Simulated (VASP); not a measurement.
Runs of VASP 6.6.1 on Si2W. The structure is that of space group P6_222 (No. 180), or close to it. The cells are those of the table. 

```csv
task,level,cell,k mesh,cutoff (eV),gap on the mesh (eV),pressure (GPa)
single point,BLYP,"a = 4.617, b = 4.617, c = 6.653 Å, angles 90.0, 90.0, 120.0°, 9 atoms",7 × 7 × 4,520,0.20,(a)
single point,r2SCAN,"a = 4.617, b = 4.617, c = 6.653 Å, angles 90.0, 90.0, 120.0°, 9 atoms",7 × 7 × 4,520,0.34,(b)
single point,PBE,"a = 4.525, b = 4.525, c = 6.653 Å, angles 90.0, 90.0, 120.0°, 9 atoms",5 × 5 × 3,520,0.55,9.1
single point,BLYP+D3(BJ),"a = 4.566, b = 4.566, c = 6.562 Å, angles 90.0, 90.0, 120.0°, 9 atoms",7 × 7 × 4,520,0.21,(c)
single point,revPBE,"a = 4.629, b = 4.629, c = 6.665 Å, angles 90.0, 90.0, 120.0°, 9 atoms",7 × 7 × 4,520,0.23,-0.2
relaxation of cell and atoms,revPBE,"relaxed from a = 4.617, b = 4.617, c = 6.653 Å, angles 90.0, 90.0, 120.0°, 9 atoms",7 × 7 × 4,600,0.23,0.0
single point,r2SCAN,"a = 4.580, b = 4.580, c = 6.608 Å, angles 90.0, 90.0, 120.0°, 9 atoms",7 × 7 × 4,520,0.34,0.3
relaxation of the atoms,PBE,"atoms relaxed from a = 4.525, b = 4.525, c = 6.653 Å, angles 90.0, 90.0, 120.0°, 9 atoms",5 × 5 × 3,520,0.54,9.1
```

Alike in all rows: potentials or basis VASP PAW PBE potentials, release 64 (W_sv, Si); no spin polarisation; smearing fermi-dirac 0.05 eV.

Q: Estimate the missing entries.

A: (a) 9.5; (b) -4.9; (c) 1.3.

Caveats: spin-orbit coupling is left out, which moves the levels of the heavy elements; an odd mesh through Γ misses points on the zone boundary, where band edges can lie; the PAW data sets were made with another functional, which shifts forces and pressure a little (at least some runs); the cell stands under pressure (at least some runs); the cell stands under tension (at least some runs).

A k mesh can miss the band edges, and the runs leave out spin-orbit coupling on W.
